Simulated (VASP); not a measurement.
# Br in VASP: notebook, part 2 of 3

VASP 6.6.1. Earlier steps stand in the parts before.

### Step 3. Single point, LDA

This run uses another cell than the first one, of 29.24 Å³/atom.

INCAR

```
SYSTEM = Br
ALGO = Normal
EDIFF = 1E-6
ENCUT = 520
ISIF = 2
ISMEAR = -1
LASPH = .True.
LCHARG = .False.
LREAL = .False.
LWAVE = .False.
NBANDS = 18
NELM = 100
PREC = Accurate
SIGMA = 0.1
```

KPOINTS

```
k-points
0
Gamma
  8 8 8
  0 0 0
```

POSCAR

```
Br
1.0
    4.3677580000      0.0000000000      0.0000000000
    0.0000000000      4.3677580000      0.0000000000
    0.0000000000      0.0000000000      4.5976400000
Br
3
Direct
    0.5000000000      0.0000000000      0.0000000000
    0.0000000000      0.5000000000      0.0000000000
    0.0000000000      0.0000000000      0.5000000000
```

Potentials or basis: VASP PAW LDA potentials, release 64 (Br).

Command:

```
$ cat potpaw_LDA.64/Br/POTCAR > POTCAR
$ mpirun -np 1 vasp_std > vasp.out
```

OUTCAR:

```text
SYSTEM = Br
   EDIFF = 1E-6
   ENCUT = 520
   ISIF = 2
   ISMEAR = -1
   LASPH = .True.
   LREAL = .False.
   NELM = 100
   PREC = Accurate

 ion  position               nearest neighbor table
   1  0.500  0.000  0.000-
   2  0.000  0.500  0.000-
   3  0.000  0.000  0.500-

  LATTYP: Found a simple tetragonal cell.
 ALAT       =     4.3677580000
 C/A-ratio  =     1.0526315789

  Lattice vectors:

 A1 = (   4.3677580000,   0.0000000000,   0.0000000000)
 A2 = (   0.0000000000,   4.3677580000,   0.0000000000)
 A3 = (   0.0000000000,   0.0000000000,   4.5976400000)

Analysis of symmetry for initial positions (statically):
=====================================================================
 Subroutine PRICEL returns:
 Original cell was already a primitive cell.

 Routine SETGRP: Setting up the symmetry group for a
 simple tetragonal supercell.

 Subroutine GETGRP returns: Found 16 space group operations
 (whereof 16 operations were pure point group operations)
 out of a pool of 16 trial point group operations.

The static configuration has the point symmetry D_4h.

Analysis of symmetry for dynamics (positions and initial velocities):
=====================================================================
 Subroutine PRICEL returns:
 Original cell was already a primitive cell.

 Routine SETGRP: Setting up the symmetry group for a
 simple tetragonal supercell.

 Subroutine GETGRP returns: Found 16 space group operations
 (whereof 16 operations were pure point group operations)
 out of a pool of 16 trial point group operations.

The dynamic configuration has the point symmetry D_4h.

 Subroutine INISYM returns: Found 16 space group operations
 (whereof 16 operations are pure point group operations),
 and found     1 'primitive' translations

----------------------------------------------------------------------------------------

                                     Primitive cell

  volume of cell :      87.7106

  direct lattice vectors                    reciprocal lattice vectors
     4.367758000  0.000000000  0.000000000     0.228950413  0.000000000  0.000000000
     0.000000000  4.367758000  0.000000000     0.000000000  0.228950413  0.000000000
     0.000000000  0.000000000  4.597640000     0.000000000  0.000000000  0.217502893

  length of vectors
     4.367758000  4.367758000  4.597640000     0.228950413  0.228950413  0.217502893

  position of ions in fractional coordinates (direct lattice)
     0.500000000  0.000000000  0.000000000
     0.000000000  0.500000000  0.000000000
     0.000000000  0.000000000  0.500000000

  ion indices of the primitive-cell ions
   primitive index   ion index
                 1           1
                 2           2
                 3           3

----------------------------------------------------------------------------------------

 KPOINTS: k-points

Automatic generation of k-mesh.
 Grid dimensions read from file:
 generate k-points for:    8    8    8

 Generating k-lattice:

  Cartesian coordinates                     Fractional coordinates (reciprocal lattice)
     0.028618802  0.000000000  0.000000000     0.125000000  0.000000000  0.000000000
     0.000000000  0.028618802  0.000000000     0.000000000  0.125000000  0.000000000
     0.000000000  0.000000000  0.027187862     0.000000000  0.000000000  0.125000000

  Length of vectors
     0.028618802  0.028618802  0.027187862

  Shift w.r.t. Gamma in fractional coordinates (k-lattice)
     0.000000000  0.000000000  0.000000000

 Subroutine IBZKPT returns following result:
 ===========================================

 Found     75 irreducible k-points:

 Following reciprocal coordinates:
            Coordinates               Weight
  0.000000  0.000000  0.000000      1.000000
  0.125000  0.000000  0.000000      4.000000
  0.250000  0.000000  0.000000      4.000000
  0.375000  0.000000  0.000000      4.000000
  0.500000  0.000000  0.000000      2.000000
  0.125000  0.125000  0.000000      4.000000
[... 16 lines left out ...]
  0.375000  0.125000  0.125000     16.000000
  0.500000  0.125000  0.125000      8.000000
 [... further k-points ...]
   k-points           NKPTS =     75   k-points in BZ     NKDIM =     75   number of bands    NBANDS=     18
   number of dos      NEDOS =    301   number of ions     NIONS =      3
   total plane-waves  NPLWV =  36864
   dimension x,y,z NGX =    32 NGY =   32 NGZ =   36
   dimension x,y,z NGXF=    64 NGYF=   64 NGZF=   72
   ions per type =               3
   NGX,Y,Z   is equivalent  to a cutoff of  12.18, 12.18, 13.02 a.u.
   NGXF,Y,Z  is equivalent  to a cutoff of  24.36, 24.36, 26.03 a.u.
 SYSTEM =  Br
   PREC   = accura    normal or accurate (medium, high low for compatibility)
   ISTART =      0    job   : 0-new  1-cont  2-samecut
   ICHARG =      2    charge: 1-file 2-atom 10-const
   ISPIN  =      1    spin polarized calculation?
   LNONCOLLINEAR =      F non collinear calculations
   LSORBIT =      F    spin-orbit coupling
   LASPH  =      T    aspherical Exc in radial PAW
   ENCUT  =  520.0 eV  38.22 Ry    6.18 a.u.   8.12  8.12  8.55*2*pi/ulx,y,z
   NELM   =    100;   NELMIN=  2; NELMDL= -5     # of ELM steps
   EDIFF  = 0.1E-05   stopping-criterion for ELM
   LREAL  =      F    real-space projection
   EDIFFG = 0.1E-04   stopping-criterion for IOM
   NSW    =      0    number of steps for IOM
   IBRION =     -1    ionic relax: 0-MD 1-quasi-New 2-CG
   NFREE  =      0    steps in history (QN), initial steepest desc. (CG)
   ISIF   =      2    stress and relaxation
   ISYM   =      2    0-nonsym 1-usesym 2-fastsym
   POTIM  = 0.5000    time-step for ionic-motion
   TEBEG  =    0.0;   TEEND  =   0.0 temperature during run
   PSTRESS=    0.0 pullay stress
   NELECT =      21.0000    total number of electrons
   NUPDOWN=      -1.0000    fix difference up-down
   EMIN   =  10.00;   EMAX   =-10.00  energy-range for DOS
   EFERMI =   0.00;   METHOD = LEGACY
   ISMEAR =    -1;   SIGMA  =   0.10  broadening in eV -4-tet -1-fermi 0-gaus
   EFERMI_NEDOS =   21; number of points for ismear=-14 and -15
   IALGO  =     38    algorithm
   IMIX   =      4    mixing-type and parameters
     AMIX     =   0.40;   BMIX     =  1.00
     AMIX_MAG =   1.60;   BMIX_MAG =  1.00
  volume/ion in A,a.u.               =      29.24       197.30
  Fermi-wavevector in a.u.,A,eV,Ry     =   1.016554  1.921009 14.060023  1.033383
  Thomas-Fermi vector in A             =   2.149905
   LORBIT       =      0    0 simple, 1 ext, 2 COOP (PROOUT), +10 PAW based schemes
   GGA     = CA    functional components
   LHFCALC =     F    Hartree Fock is set to
   AEXX    =    0.0000 exact exchange contribution
   IVDW    =     0    specifies the selected vdW correction
   LEPSILON=     F    determine dielectric tensor
   LRPA    =     F    only Hartree local field effects (RPA)
 non-spin polarized calculation
  energy-cutoff  :      520.00
  volume of cell :       87.71
 maximum number of plane-waves:      2388
   NGX = 17   NGY = 17   NGZ = 17

 number of electron      21.0000007 magnetization

 Free energy of the ion-electron system (eV)
  ---------------------------------------------------
  ext. energy  EPLUGINS =         0.00000000
  ---------------------------------------------------
  free energy    TOTEN  =        -4.89541114 eV

  energy without entropy =       -4.73559916  energy(sigma->0) =       -4.81550515

 E-fermi :   1.1484     XC(G=0):  -8.9781

 val. band max:        1.1480341819   @ k =   0.3750   0.0000   0.0000
 cond. band min:       1.1516769027   @ k =   0.3750   0.0000   0.1250
 fundamental gap:      0.0036427208
 Fermi energy:         1.1483807742

 k-point     1 :       0.0000    0.0000    0.0000
  band No.  band energies     occupation
      1     -14.6839      2.00000
      2     -12.4360      2.00000
      3     -12.4081      2.00000
      4      -3.2491      2.00000
      5      -3.1000      2.00000
      6      -3.1000      2.00000
[... 10 lines left out ...]
     17       9.5300      0.00000
     18       9.5300      0.00000
[... 463 lines left out ...]
 k-point    24 :       0.5000    0.1250    0.1250
  band No.  band energies     occupation
      1     -13.8536      2.00000
      2     -13.3704      2.00000
      3     -12.5026      2.00000
      4      -2.9017      2.00000
      5      -2.1374      2.00000
      6      -1.9109      2.00000
[... 10 lines left out ...]
     17      11.5680      0.00000
     18      11.8296      0.00000

 [... further k-points ...]

------------------------ aborting loop because EDIFF is reached ----------------------------------------

  FORCE on cell =-STRESS in cart. coord.  units (eV):
  Direction    XX          YY          ZZ          XY          YZ          ZX
  --------------------------------------------------------------------------------------
  -------------------------------------------------------------------------------------
  Total       -0.9895888     -0.9895888     -0.6660124      0.0000000      0.0000000      0.0000000
  in kB      -18.0764537    -18.0764537    -12.1658036      0.0000000      0.0000000      0.0000000
  external PRESSURE =     -16.1062370 kB  Pullay stress =       0.0000000 kB

 VOLUME and BASIS-vectors are now :
 -----------------------------------------------------------------------------
  energy-cutoff  :      520.00
  volume of cell :       87.71
      direct lattice vectors                 reciprocal lattice vectors
     4.367758000  0.000000000  0.000000000     0.228950413  0.000000000  0.000000000
     0.000000000  4.367758000  0.000000000     0.000000000  0.228950413  0.000000000
     0.000000000  0.000000000  4.597640000     0.000000000  0.000000000  0.217502893

 POSITION                                       TOTAL-FORCE (eV/Angst)
 -----------------------------------------------------------------------------------
      2.18388      0.00000      0.00000         0.000000      0.000000      0.000000
      0.00000      2.18388      0.00000         0.000000      0.000000      0.000000
      0.00000      0.00000      2.29882         0.000000      0.000000      0.000000
 -----------------------------------------------------------------------------------
    total drift:                                0.000000      0.000000     -0.000000

  FREE ENERGIE OF THE ION-ELECTRON SYSTEM (eV)
  ---------------------------------------------------
  free  energy   TOTEN  =        -4.8954111421 eV

  energy  without entropy=       -4.7355991648  energy(sigma->0) =       -4.81550515
```

OSZICAR:

```text
N       E                     dE             d eps       ncg     rms          rms(c)
DAV:   1     0.128011062892E+03    0.12801E+03   -0.86261E+03  2700   0.961E+02
DAV:   2     0.393621201317E+01   -0.12407E+03   -0.12085E+03  3560   0.178E+02
DAV:   3    -0.485368984490E+01   -0.87899E+01   -0.87072E+01  3120   0.536E+01
DAV:   4    -0.493919363577E+01   -0.85504E-01   -0.85464E-01  3970   0.614E+00
DAV:   5    -0.493986598550E+01   -0.67235E-03   -0.67230E-03  3442   0.527E-01    0.834E+00
DAV:   6    -0.490637954371E+01    0.33486E-01   -0.17625E-01  3606   0.181E+00    0.508E+00
DAV:   7    -0.491357514284E+01   -0.71956E-02   -0.17442E-01  3274   0.177E+00    0.227E+00
DAV:   8    -0.489566090136E+01    0.17914E-01   -0.59624E-02  3292   0.120E+00    0.224E-01
DAV:   9    -0.489552061442E+01    0.14029E-03   -0.59133E-03  3262   0.377E-01    0.113E-01
DAV:  10    -0.489541831908E+01    0.10230E-03   -0.32596E-04  3674   0.887E-02    0.539E-02
DAV:  11    -0.489541410960E+01    0.42095E-05   -0.44142E-05  3474   0.342E-02    0.204E-02
DAV:  12    -0.489541116952E+01    0.29401E-05   -0.14068E-05  3280   0.170E-02    0.433E-03
DAV:  13    -0.489541114208E+01    0.27442E-07   -0.11136E-06  1922   0.567E-03
   1 F= -.48954111E+01 E0= -.48155052E+01  d E =-.159812E+00
```

stdout:

```text
POSCAR found type information on POSCAR Br
 POSCAR found :  1 types and       3 ions
 scaLAPACK will be used
 LDA part: xc-table for (Slater(with rela. corr.)+CA(PZ))
 , standard interpolation
 POSCAR, INCAR and KPOINTS ok, starting setup
 FFT: planning ... GRIDC
 FFT: planning ... GRID_SOFT
 FFT: planning ... GRID
 WAVECAR not read
 entering main loop
```

Run time: 28 s. Hardware: 1 thread of Intel Xeon 6975P-C (Granite Rapids), shared host; peak memory 0.21 GiB.

What came out:

* Free energy: -4.8954 eV
* Pressure: -1.6 GPa
* Band gap on the k mesh: zero (an odd number of electrons rules out a gap without spin polarisation)

Stress tensor (GPa, compression positive):
```
-1.81  0.00  0.00
 0.00 -1.81  0.00
 0.00  0.00 -1.22
```

Caveat: an odd number of electrons without spin polarisation forces a metal; a magnetic or distorted state may lie lower.

### Step 4. Single point, LDA

This run uses another cell than the first one, of 30.27 Å³/atom.

INCAR

```
ALGO = Normal
EDIFF = 1E-7
ENCUT = 520
ISIF = 2
ISMEAR = -1
LASPH = True
LCHARG = False
LREAL = False
LWAVE = False
NBANDS = 18
NELM = 60
PREC = Accurate
SIGMA = 0.1
```

KPOINTS

```
k-points
0
Gamma
  8 8 8
```

POSCAR

```
Br
1.0
    4.4443853333      0.0000000000      0.0000000000
    0.0000000000      4.4443853333      0.0000000000
    0.0000000000      0.0000000000      4.5976400000
Br
3
Direct
    0.5000000000      0.0000000000      0.0000000000
    0.0000000000      0.5000000000      0.0000000000
    0.0000000000      0.0000000000      0.5000000000
```

Command:

```
$ cat potpaw_LDA.64/Br/POTCAR > POTCAR
$ mpirun -np 1 vasp_std > vasp.out
```

Run time: 32 s. Hardware: 1 thread of Intel Xeon 6975P-C (Granite Rapids), shared host; peak memory 0.22 GiB.

Results (log left out):

* Free energy: -4.8517 eV
* Pressure: -2.5 GPa
* Band gap on the k mesh: zero (an odd number of electrons rules out a gap without spin polarisation)

Stress tensor (GPa, compression positive):
```
-2.67  0.00  0.00
 0.00 -2.67  0.00
 0.00  0.00 -2.28
```

Levels at points of the mesh, in eV from the Fermi level:
```tsv
k point	band 6	band 7	band 8	band 9	band 10	band 11	band 12	band 13	band 14	band 15
(0.00, 0.00, 0.00)	-4.04	-1.04	-1.02	-1.02	0.37	0.37	0.39	4.48	7.07	7.93
(0.50, 0.00, 0.00)	-2.54	-2.23	-2.00	-1.98	-1.62	-0.14	-0.04	7.05	7.85	9.31
(0.50, 0.50, 0.00)	-2.22	-1.97	-1.97	-1.91	-1.91	0.41	0.69	7.62	8.23	10.13
(0.00, 0.00, 0.50)	-2.61	-2.07	-1.79	-1.79	-1.51	-0.01	-0.01	6.84	7.58	9.19
(0.50, 0.00, 0.50)	-2.29	-2.10	-2.02	-1.91	-1.70	0.22	0.56	7.78	8.60	9.73
(0.50, 0.50, 0.50)	-3.91	-3.91	0.23	0.46	0.59	0.59	0.71	4.94	9.11	9.44
```

Caveat: an odd number of electrons without spin polarisation forces a metal; a magnetic or distorted state may lie lower.

[end of part 2 of 3]
